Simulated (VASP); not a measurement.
# Hf (Im-3m) in VASP: a series of runs

Aim: see how the results for Hf move with the level of theory and the settings. Levels: LDA, RPBE, revPBE, BLYP. Tasks: single point.

All numbers are computed with VASP 6.6.1; they aren't measurements. Logs are shortened: lines on timing, memory, paths and dates and some standing lists are left out, and cuts for length are marked.

### 1 The cell of the first run

The structure is cubic, space group Im-3m (No. 229). The conventional cell has a = 3.610 Å, b = 3.610 Å, c = 3.610 Å, α = 90.00°, β = 90.00°, γ = 90.00°. Hf (site symmetry m-3m) has 14 Hf at 3.13 to 3.61 Å within 4.1 Å.

### 2 Single point, LDA

INCAR reads:

```
SYSTEM = Hf
PREC     = Accurate       ! precision mode
ENCUT    = 520            ! plane-wave cutoff, eV
EDIFF    = 1E-6           ! SCF threshold, eV
ISMEAR   = -1             ! smearing method
SIGMA    = 0.05           ! smearing width, eV
LREAL    = .FALSE.        ! projectors in reciprocal space
LASPH    = .TRUE.         ! aspherical terms in the spheres
NELM     = 60             ! most SCF steps
ALGO     = Normal         ! electronic algorithm
ISIF     = 2              ! what is computed and relaxed
LWAVE    = .FALSE.        ! write WAVECAR
LCHARG   = .TRUE.         ! write CHGCAR
LELF     = .TRUE.         ! ELF
LVHAR    = .TRUE.       
NBANDS   = 11             ! bands
```

KPOINTS reads:

```
Automatic mesh
0
G
  10 10 10
  0 0 0
```

POSCAR reads:

```
Hf
1.0
   -1.8050000000      1.8050000000      1.8050000000
    1.8050000000     -1.8050000000      1.8050000000
    1.8050000000      1.8050000000     -1.8050000000
Hf
1
Direct
    0.0000000000      0.0000000000      0.0000000000
```

Potentials or basis: VASP PAW LDA potentials, release 64 (Hf_pv).

The run is started by

```console
> cat potpaw_LDA.64/Hf_pv/POTCAR > POTCAR
> mpirun -np 1 vasp_std > vasp.out
```

OUTCAR:

```text
SYSTEM = Hf
   PREC = Accurate
   ENCUT = 520
   EDIFF = 1E-6
   ISMEAR = -1
   LREAL = .FALSE.
   LASPH = .TRUE.
   NELM = 60
   ISIF = 2

 ion  position               nearest neighbor table
   1  0.000  0.000  0.000-

  LATTYP: Found a body centered cubic cell.
 ALAT       =     3.6100000000

  Lattice vectors:

 A1 = (  -1.8050000000,   1.8050000000,   1.8050000000)
 A2 = (   1.8050000000,  -1.8050000000,   1.8050000000)
 A3 = (   1.8050000000,   1.8050000000,  -1.8050000000)

Analysis of symmetry for initial positions (statically):
=====================================================================
 Subroutine PRICEL returns:
 Original cell was already a primitive cell.

 Routine SETGRP: Setting up the symmetry group for a
 body centered cubic supercell.

 Subroutine GETGRP returns: Found 48 space group operations
[... 9 lines left out ...]

 Routine SETGRP: Setting up the symmetry group for a
 body centered cubic supercell.

 Subroutine GETGRP returns: Found 48 space group operations
[... 11 lines left out ...]
                                     Primitive cell

  volume of cell :      23.5229

  direct lattice vectors                    reciprocal lattice vectors
    -1.805000000  1.805000000  1.805000000     0.000000000  0.277008310  0.277008310
     1.805000000 -1.805000000  1.805000000     0.277008310  0.000000000  0.277008310
     1.805000000  1.805000000 -1.805000000     0.277008310  0.277008310  0.000000000

  length of vectors
     3.126351708  3.126351708  3.126351708     0.391748909  0.391748909  0.391748909

  position of ions in fractional coordinates (direct lattice)
     0.000000000  0.000000000  0.000000000

  ion indices of the primitive-cell ions
   primitive index   ion index
                 1           1

----------------------------------------------------------------------------------------

 KPOINTS: Automatic mesh

Automatic generation of k-mesh.
 Grid dimensions read from file:
 generate k-points for:   10   10   10

 Generating k-lattice:

  Cartesian coordinates                     Fractional coordinates (reciprocal lattice)
     0.000000000  0.027700831  0.027700831     0.100000000  0.000000000  0.000000000
     0.027700831  0.000000000  0.027700831     0.000000000  0.100000000  0.000000000
     0.027700831  0.027700831  0.000000000     0.000000000  0.000000000  0.100000000
[... 51 lines left out ...]
   ISPIN  =      1    spin polarized calculation?
   LNONCOLLINEAR =      F non collinear calculations
   LSORBIT =      F    spin-orbit coupling
   LASPH  =      T    aspherical Exc in radial PAW
   ENCUT  =  520.0 eV  38.22 Ry    6.18 a.u.   5.81  5.81  5.81*2*pi/ulx,y,z
   NELM   =     60;   NELMIN=  2; NELMDL= -5     # of ELM steps
   EDIFF  = 0.1E-05   stopping-criterion for ELM
   LREAL  =      F    real-space projection
   EDIFFG = 0.1E-04   stopping-criterion for IOM
   NSW    =      0    number of steps for IOM
   IBRION =     -1    ionic relax: 0-MD 1-quasi-New 2-CG
   NFREE  =      0    steps in history (QN), initial steepest desc. (CG)
   ISIF   =      2    stress and relaxation
   ISYM   =      2    0-nonsym 1-usesym 2-fastsym
   POTIM  = 0.5000    time-step for ionic-motion
   TEBEG  =    0.0;   TEEND  =   0.0 temperature during run
   PSTRESS=    0.0 pullay stress
   NELECT =      10.0000    total number of electrons
   NUPDOWN=      -1.0000    fix difference up-down
   EMIN   =  10.00;   EMAX   =-10.00  energy-range for DOS
   EFERMI =   0.00;   METHOD = LEGACY
   ISMEAR =    -1;   SIGMA  =   0.05  broadening in eV -4-tet -1-fermi 0-gaus
   EFERMI_NEDOS =   21; number of points for ismear=-14 and -15
   IALGO  =     38    algorithm
   IMIX   =      4    mixing-type and parameters
     AMIX     =   0.40;   BMIX     =  1.00
     AMIX_MAG =   1.60;   BMIX_MAG =  1.00
  volume/ion in A,a.u.               =      23.52       158.74
  Fermi-wavevector in a.u.,A,eV,Ry     =   1.230961  2.326179 20.616432  1.515265
  Thomas-Fermi vector in A             =   2.365789
   LORBIT       =      0    0 simple, 1 ext, 2 COOP (PROOUT), +10 PAW based schemes
   GGA     = CA    functional components
   LHFCALC =     F    Hartree Fock is set to
   AEXX    =    0.0000 exact exchange contribution
   IVDW    =     0    specifies the selected vdW correction
   LEPSILON=     F    determine dielectric tensor
   LRPA    =     F    only Hartree local field effects (RPA)
 non-spin polarized calculation
  energy-cutoff  :      520.00
  volume of cell :       23.52
 maximum number of plane-waves:       682
   NGX = 11   NGY = 11   NGZ = 11

 number of electron      10.0000001 magnetization

 Free energy of the ion-electron system (eV)
  ---------------------------------------------------
  ext. energy  EPLUGINS =         0.00000000
  ---------------------------------------------------
  free energy    TOTEN  =       -10.42272238 eV

  energy without entropy =      -10.40791149  energy(sigma->0) =      -10.41531694

 E-fermi :   4.1170     XC(G=0): -11.2445

 val. band max:        4.1123852677   @ k =   0.3000   0.1000   0.1000
 cond. band min:       4.1303001563   @ k =   0.3000   0.2000  -0.0000
 fundamental gap:      0.0179148887
 Fermi energy:         4.1170265738

 k-point     1 :       0.0000    0.0000    0.0000
  band No.  band energies     occupation
      1     -25.7565      2.00000
      2     -25.7565      2.00000
      3     -25.7565      2.00000
      4      -2.7011      2.00000
      5       5.5074      0.00000
      6       5.5074      0.00000
      7       5.5074      0.00000
      8       8.1552      0.00000
      9       8.1552      0.00000
     10      16.2352      0.00000
     11      17.2461      0.00000
[... 309 lines left out ...]
 k-point    24 :      -0.3000    0.3000    0.1000
  band No.  band energies     occupation
      1     -26.2184      2.00000
      2     -25.9348      2.00000
      3     -25.8115      2.00000
      4       0.1260      2.00000
      5       4.3363      0.02463
      6       4.4922      0.00110
      7       6.9191      0.00000
      8       8.2651      0.00000
      9       8.8674      0.00000
     10      15.8382      0.00000
     11      16.2572      0.00000

 [... further k-points ...]
[... 5 lines left out ...]
  --------------------------------------------------------------------------------------
  -------------------------------------------------------------------------------------
  Total       -1.8533735     -1.8533735     -1.8533735      0.0000000      0.0000000     -0.0000000
  in kB     -126.2356181   -126.2356181   -126.2356181      0.0000000      0.0000000     -0.0000000
  external PRESSURE =    -126.2356181 kB  Pullay stress =       0.0000000 kB

 VOLUME and BASIS-vectors are now :
 -----------------------------------------------------------------------------
  energy-cutoff  :      520.00
  volume of cell :       23.52
      direct lattice vectors                 reciprocal lattice vectors
    -1.805000000  1.805000000  1.805000000     0.000000000  0.277008310  0.277008310
     1.805000000 -1.805000000  1.805000000     0.277008310  0.000000000  0.277008310
     1.805000000  1.805000000 -1.805000000     0.277008310  0.277008310  0.000000000

 POSITION                                       TOTAL-FORCE (eV/Angst)
 -----------------------------------------------------------------------------------
      0.00000      0.00000      0.00000        -0.000000     -0.000000     -0.000000
 -----------------------------------------------------------------------------------
    total drift:                                0.000000      0.000000      0.000000

  FREE ENERGIE OF THE ION-ELECTRON SYSTEM (eV)
  ---------------------------------------------------
  free  energy   TOTEN  =       -10.4227223838 eV

  energy  without entropy=      -10.4079114912  energy(sigma->0) =      -10.41531694
```

Wall time 8.7 s (1 thread of Intel Xeon 6975P-C, shared host); peak memory 0.13 GiB.

What came out:

```
Free energy            : -10.4227 eV
Pressure               : -12.6 GPa
Band gap on the k mesh : zero (band 5 reaches 5.51 eV, above the bottom of band 6 at 3.40 eV)
```

Levels at points of the mesh, in eV from the Fermi level:
```csv
k point,band 2,band 3,band 4,band 5,band 6,band 7,band 8,band 9
"(0.00, 0.00, 0.00)",-29.87,-29.87,-6.82,1.39,1.39,1.39,4.04,4.04
"(0.50, 0.00, 0.00)",-30.11,-29.88,-3.23,-0.48,1.03,3.83,4.77,7.08
"(0.50, 0.50, 0.50)",-30.37,-30.37,-2.37,-2.37,6.31,6.31,6.31,6.92
```

Caveat: spin-orbit coupling is left out, which moves the levels of the heavy elements.

### 3 Single point, RPBE

This run uses another cell than the first one, of 22.97 Å³/atom, 0.976 times its volume.

INCAR: that of step 2 with these lines changed.

```diff
@@ -12,5 +12,4 @@
 LWAVE    = .FALSE.        ! write WAVECAR
-LCHARG   = .TRUE.         ! write CHGCAR
-LELF     = .TRUE.         ! ELF
-LVHAR    = .TRUE.       
+LCHARG   = .FALSE.        ! write CHGCAR
+GGA      = RP             ! functional
 NBANDS   = 11             ! bands
```

KPOINTS is that of step 2.

POSCAR reads:

```
Hf
1.0
   -1.7907096987      1.7907096987      1.7907096987
    1.7907096987     -1.7907096987      1.7907096987
    1.7907096987      1.7907096987     -1.7907096987
Hf
1
Direct
    0.0000000000      0.0000000000      0.0000000000
```

Potentials or basis: VASP PAW PBE potentials, release 64 (Hf_pv).

The run is started by

```console
> cat potpaw_PBE.64/Hf_pv/POTCAR > POTCAR
> mpirun -np 1 vasp_std > vasp.out
```

OUTCAR:

```text
SYSTEM = Hf
   PREC = Accurate
   ENCUT = 520
   EDIFF = 1E-6
   ISMEAR = -1
   LREAL = .FALSE.
   LASPH = .TRUE.
   NELM = 60
   ISIF = 2
   GGA = RP

 ion  position               nearest neighbor table
   1  0.000  0.000  0.000-

  LATTYP: Found a body centered cubic cell.
 ALAT       =     3.5814193974

  Lattice vectors:

 A1 = (  -1.7907096987,   1.7907096987,   1.7907096987)
 A2 = (   1.7907096987,  -1.7907096987,   1.7907096987)
 A3 = (   1.7907096987,   1.7907096987,  -1.7907096987)

Analysis of symmetry for initial positions (statically):
=====================================================================
 Subroutine PRICEL returns:
 Original cell was already a primitive cell.

 Routine SETGRP: Setting up the symmetry group for a
 body centered cubic supercell.

 Subroutine GETGRP returns: Found 48 space group operations
[... 9 lines left out ...]

 Routine SETGRP: Setting up the symmetry group for a
 body centered cubic supercell.

 Subroutine GETGRP returns: Found 48 space group operations
[... 11 lines left out ...]
                                     Primitive cell

  volume of cell :      22.9687

  direct lattice vectors                    reciprocal lattice vectors
    -1.790709699  1.790709699  1.790709699     0.000000000  0.279218904  0.279218904
     1.790709699 -1.790709699  1.790709699     0.279218904  0.000000000  0.279218904
     1.790709699  1.790709699 -1.790709699     0.279218904  0.279218904  0.000000000

  length of vectors
     3.101600180  3.101600180  3.101600180     0.394875161  0.394875161  0.394875161

  position of ions in fractional coordinates (direct lattice)
     0.000000000  0.000000000  0.000000000

  ion indices of the primitive-cell ions
   primitive index   ion index
                 1           1

----------------------------------------------------------------------------------------

[... 85 lines left out ...]
   EFERMI_NEDOS =   21; number of points for ismear=-14 and -15
   IALGO  =     38    algorithm
   IMIX   =      4    mixing-type and parameters
     AMIX     =   0.40;   BMIX     =  1.00
     AMIX_MAG =   1.60;   BMIX_MAG =  1.00
  volume/ion in A,a.u.               =      22.97       155.00
  Fermi-wavevector in a.u.,A,eV,Ry     =   1.240784  2.344742 20.946793  1.539546
  Thomas-Fermi vector in A             =   2.375210
   LORBIT       =      0    0 simple, 1 ext, 2 COOP (PROOUT), +10 PAW based schemes
   GGA     = RP    functional components
   LHFCALC =     F    Hartree Fock is set to
   AEXX    =    0.0000 exact exchange contribution
   IVDW    =     0    specifies the selected vdW correction
   LEPSILON=     F    determine dielectric tensor
   LRPA    =     F    only Hartree local field effects (RPA)
 non-spin polarized calculation
  energy-cutoff  :      520.00
  volume of cell :       22.97
 maximum number of plane-waves:       638
   NGX = 11   NGY = 11   NGZ = 11

 number of electron      10.0000003 magnetization

 Free energy of the ion-electron system (eV)
  ---------------------------------------------------
  ext. energy  EPLUGINS =         0.00000000
  ---------------------------------------------------
  free energy    TOTEN  =        -9.32764936 eV

  energy without entropy =       -9.31310143  energy(sigma->0) =       -9.32037540

 E-fermi :   4.5068     XC(G=0): -11.1018

 val. band max:        4.4613384178   @ k =   0.3000   0.1000   0.1000
 cond. band min:       4.5122855357   @ k =   0.3000   0.2000   0.0000
 fundamental gap:      0.0509471179
 Fermi energy:         4.5067537318

 k-point     1 :       0.0000    0.0000    0.0000
  band No.  band energies     occupation
      1     -25.4827      2.00000
      2     -25.4827      2.00000
      3     -25.4827      2.00000
      4      -2.4486      2.00000
      5       6.0370      0.00000
      6       6.0370      0.00000
      7       6.0370      0.00000
      8       8.7335      0.00000
      9       8.7335      0.00000
     10      17.6155      0.00000
     11      17.6155      0.00000
[... 309 lines left out ...]
 k-point    24 :      -0.3000    0.3000    0.1000
  band No.  band energies     occupation
      1     -25.9686      2.00000
      2     -25.6690      2.00000
      3     -25.5406      2.00000
      4       0.4282      2.00000
      5       4.7245      0.02537
      6       4.9573      0.00024
      7       7.4412      0.00000
      8       8.8632      0.00000
      9       9.5065      0.00000
     10      16.4102      0.00000
     11      17.7378      0.00000

 [... further k-points ...]
[... 5 lines left out ...]
  --------------------------------------------------------------------------------------
  -------------------------------------------------------------------------------------
  Total       -0.0555730     -0.0555730     -0.0555730     -0.0000000     -0.0000000      0.0000000
  in kB       -3.8764920     -3.8764920     -3.8764920     -0.0000000     -0.0000000      0.0000000
  external PRESSURE =      -3.8764920 kB  Pullay stress =       0.0000000 kB

 VOLUME and BASIS-vectors are now :
 -----------------------------------------------------------------------------
  energy-cutoff  :      520.00
  volume of cell :       22.97
      direct lattice vectors                 reciprocal lattice vectors
    -1.790709699  1.790709699  1.790709699     0.000000000  0.279218904  0.279218904
     1.790709699 -1.790709699  1.790709699     0.279218904  0.000000000  0.279218904
     1.790709699  1.790709699 -1.790709699     0.279218904  0.279218904  0.000000000

 POSITION                                       TOTAL-FORCE (eV/Angst)
 -----------------------------------------------------------------------------------
      0.00000      0.00000      0.00000         0.000000     -0.000000      0.000000
 -----------------------------------------------------------------------------------
    total drift:                                0.000000      0.000000     -0.000000

  FREE ENERGIE OF THE ION-ELECTRON SYSTEM (eV)
  ---------------------------------------------------
  free  energy   TOTEN  =        -9.3276493601 eV

  energy  without entropy=       -9.3131014350  energy(sigma->0) =       -9.32037540
```

OSZICAR:

```text
N       E                     dE             d eps       ncg     rms          rms(c)
DAV:   1     0.125980774750E+02    0.12598E+02   -0.58608E+03  1050   0.831E+02
DAV:   2    -0.923093294677E+01   -0.21829E+02   -0.21282E+02  1282   0.152E+02
DAV:   3    -0.966306466704E+01   -0.43213E+00   -0.42851E+00  1248   0.145E+01
DAV:   4    -0.966497200893E+01   -0.19073E-02   -0.19071E-02  1212   0.118E+00
DAV:   5    -0.966498243658E+01   -0.10428E-04   -0.10428E-04  1281   0.779E-02    0.446E+01
DAV:   6    -0.941193624370E+01    0.25305E+00   -0.22473E-01  1118   0.356E+00    0.260E+01
DAV:   7    -0.933143490912E+01    0.80501E-01   -0.32809E-01  1139   0.411E+00    0.114E+00
DAV:   8    -0.932761536450E+01    0.38195E-02   -0.22124E-02  1178   0.106E+00    0.120E-01
DAV:   9    -0.932764149869E+01   -0.26134E-04   -0.37998E-04  1283   0.157E-01    0.592E-02
DAV:  10    -0.932764999707E+01   -0.84984E-05   -0.34027E-05  1213   0.476E-02    0.306E-02
DAV:  11    -0.932764936009E+01    0.63698E-06   -0.50199E-06  1193   0.165E-02
   1 F= -.93276494E+01 E0= -.93203754E+01  d E =-.145479E-01
```

stdout:

```text
POSCAR found type information on POSCAR Hf
 POSCAR found :  1 types and       1 ions
 scaLAPACK will be used
 -----------------------------------------------------------------------------
|                                                                             |
|                                                                             |
|     You enforced a specific xc type in the INCAR file but a different       |
|     I HOPE YOU KNOW WHAT YOU ARE DOING!                                     |
|                                                                             |
 -----------------------------------------------------------------------------

 LDA part: xc-table for (Slater+PW92), standard interpolation
 POSCAR, INCAR and KPOINTS ok, starting setup
 FFT: planning ... GRIDC
 FFT: planning ... GRID_SOFT
 FFT: planning ... GRID
 WAVECAR not read
 entering main loop
```

Wall time 7.5 s (1 thread of Intel Xeon 8259CL, shared host); peak memory 0.14 GiB.

Results:

* Free energy: -9.3276 eV
* Pressure: -0.4 GPa
* Band gap on the k mesh: zero (band 5 reaches 6.04 eV, above the bottom of band 6 at 3.78 eV)

Levels at points of the mesh, in eV from the Fermi level:
```
           k point  band 1  band 2  band 3  band 4  band 5  band 6  band 7  band 8  band 9  band 10
(0.00, 0.00, 0.00)  -29.99  -29.99  -29.99   -6.96    1.53    1.53    1.53    4.23    4.23    13.11
(0.50, 0.00, 0.00)  -30.73  -30.23  -29.99   -3.29   -0.43    0.92    4.05    5.02    7.38     9.85
(0.50, 0.50, 0.50)  -30.51  -30.51  -30.51   -2.46   -2.46    6.59    6.59    6.59    7.00     7.00
```

Caveat: the PAW data sets were made with another functional, which shifts forces and pressure a little; spin-orbit coupling is left out, which moves the levels of the heavy elements.

(Part 1 of 2 ends here.)
